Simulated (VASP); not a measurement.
LiW6S, 8 atoms in the cell. It takes space group Fm-3m (No. 225, cubic). The conventional cell has a = 7.904 Å, b = 7.904 Å, c = 7.904 Å, α = 90.00°, β = 90.00°, γ = 90.00°. Li (site symmetry m-3m) has 12 W at 2.79 Å within 3.7 Å. W (site symmetry mmm) has 2 Li at 2.79 Å and 8 W at 2.79 Å and 2 S at 2.79 Å within 3.7 Å. S (site symmetry m-3m) has 12 W at 2.79 Å within 3.7 Å. The cell was generated, and may not be a known phase.

```yaml
Program: VASP 6.6.1
Task: single point
Functional: PBE
Potentials_or_basis: VASP PAW PBE potentials, release 64 (Li_sv, W_sv, S)
Cutoff: 750 eV
k_mesh: 4 × 4 × 4
Occupations: gaussian, width 0.1 eV
Spin: no spin polarisation
Dipole_correction: no
Further_INCAR_settings: ALGO = Normal; EDIFF = 1e-06; NBANDS = 56
```

Potentials or basis: VASP PAW PBE potentials, release 64 (Li_sv, W_sv, S).

The run is started by

```bash
$ cat potpaw_PBE.64/Li_sv/POTCAR potpaw_PBE.64/W_sv/POTCAR potpaw_PBE.64/S/POTCAR > POTCAR
$ mpirun -np 1 vasp_std > vasp.out
```

Hardware: 1 thread of Intel(R) Xeon(R) 6975P-C (Granite Rapids), with other jobs on the host.

How long does it take, and how much memory?

It took 110 s on 1 thread of Intel(R) Xeon(R) 6975P-C (Granite Rapids), with other jobs on the host, peak memory 0.38 GiB. Counts: scf iterations 15, k points 8.
